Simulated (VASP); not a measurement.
Set up this calculation in VASP 6.6.1, as the native input.

```yaml
Task: single point
Functional: PBE
Potentials_or_basis: VASP PAW PBE potentials, release 64 (Si, Ni_sv_GW)
Cutoff: 690 eV
k_mesh: 4 × 4 × 4
Occupations: gaussian, width 0.1 eV
Spin: no spin polarisation
Dipole_correction: no
Further_INCAR_settings: ALGO = Normal; EDIFF = 1e-06; NBANDS = 30
```

The structure of SiNi lies in POSCAR:

```
SiNi
1.0
    3.0266200000      0.0000000000      0.0000000000
    0.0000000000      3.2735000000      0.0000000000
    0.0000000000      0.0000000000      4.6977600000
Si Ni
2 2
Direct
    0.5000000000      0.5000000000      0.8423000000
    0.0000000000      0.0000000000      0.1577000000
    0.5000000000      0.5000000000      0.3442200000
    0.0000000000      0.0000000000      0.6557800000
```

The input as run:

INCAR

```
SYSTEM = SiNi
ALGO     = Normal         ! electronic algorithm
EDIFF    = 1E-6           ! SCF threshold, eV
ENCUT    = 690            ! plane-wave cutoff, eV
GGA      = PE             ! functional
GGA_COMPAT= .FALSE.      
ISIF     = 2              ! what is computed and relaxed
ISMEAR   = 0              ! smearing method
LASPH    = .TRUE.         ! aspherical terms in the spheres
LCHARG   = .FALSE.        ! write CHGCAR
LREAL    = .FALSE.        ! projectors in reciprocal space
LWAVE    = .FALSE.        ! write WAVECAR
NBANDS   = 30             ! bands
NELM     = 120            ! most SCF steps
PREC     = Accurate       ! precision mode
SIGMA    = 0.1            ! smearing width, eV
```

KPOINTS

```
k-points
0
G
  4 4 4
  0 0 0
```

Potentials or basis: VASP PAW PBE potentials, release 64 (Si, Ni_sv_GW).

Run with:

```sh
$ cat potpaw_PBE.64/Si/POTCAR potpaw_PBE.64/Ni_sv_GW/POTCAR > POTCAR
$ mpirun -np 1 vasp_std > vasp.out
```

It gave:

```json
{"Pressure": "0.5 GPa", "Largest force": "0.136 eV/Å", "Band gap on the k mesh": "zero (bands 22 and 23 overlap by 2.23 eV)"}
```

Caveat: the k points lie up to 0.52 Å⁻¹ apart, too coarse for converged energies and pressures of a metal.

Run time: 46 s on 1 thread of Intel(R) Xeon(R) Platinum 8488C (Sapphire Rapids), with other jobs on the host, peak memory 0.22 GiB.
